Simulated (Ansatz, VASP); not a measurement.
MgO: VASP beside Ansatz

```xyz
4
Lattice="3.4841 0.0000 0.0000 -1.7420 3.0173 0.0000 0.0000 0.0000 4.1853" Properties=species:S:1:pos:R:3 pbc="T T T"
Mg    1.7420    1.0058    3.1390
Mg    0.0000    2.0115    1.0463
O     1.7420    1.0058    1.0463
O     0.0000    2.0115    3.1390
```

Alike in both runs: task single point; functional r2SCAN; k mesh 12 × 12 × 6; no spin polarisation.

|  | VASP | Ansatz |
| --- | --- | --- |
| version | VASP 6.6.1 | Ansatz 0.2.0 |
| potentials or method | VASP PAW PBE potentials, release 64 (Mg_sv, O) | plane waves, PAW |
| plane-wave cutoff (eV) | 660 | 500 |
| occupations | gaussian, width 0.01 eV | fixed |
| valence electrons in the cell | 32 | 32 |

```csv
,VASP,Ansatz,Ansatz less VASP
gap on the k mesh at the Fermi level (eV),4.11,4.09,-0.012
pressure (GPa),-0.2,0.0,+0.28
```

VASP's potentials were made for PBE, not for r2SCAN.
